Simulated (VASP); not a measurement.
A run of VASP 6.6.1 is set up as follows.

File INCAR:

```
PREC     = Accurate       # precision mode
ENCUT    = 520            # plane-wave cutoff, eV
EDIFF    = 1E-6           # SCF threshold, eV
ISMEAR   = -1             # smearing method
SIGMA    = 0.1            # smearing width, eV
LREAL    = F              # projectors in reciprocal space
LASPH    = T              # aspherical terms in the spheres
NELM     = 60             # most SCF steps
ALGO     = Normal         # electronic algorithm
ISIF     = 2              # what is computed and relaxed
LWAVE    = F              # write WAVECAR
LCHARG   = T              # write CHGCAR
GGA      = PE             # functional
LELF     = T              # ELF
LVHAR    = T            
NBANDS   = 10             # bands
```

KPOINTS

```
regular mesh
0
Gamma
  11 11 11
```

The input POSCAR:

```
Cs
1.0
   -3.0771709509      3.0771709509      3.0771709509
    3.0771709509     -3.0771709509      3.0771709509
    3.0771709509      3.0771709509     -3.0771709509
Cs
1
Direct
    0.0000000000      0.0000000000      0.0000000000
```

Potentials or basis: VASP PAW PBE potentials, release 64 (Cs_sv).

Launch:

```bash
$ cat potpaw_PBE.64/Cs_sv/POTCAR > POTCAR
$ mpirun -np 1 vasp_std > vasp.out
```

**Question.** What does it give for the pressure?

**Answer.** 0.0 GPa.

**Question.** Predict the band gap on the k mesh.

**Answer.** Zero (an odd number of electrons rules out a gap without spin polarisation).

Caveat: spin-orbit coupling is left out, which moves the levels of the heavy elements.
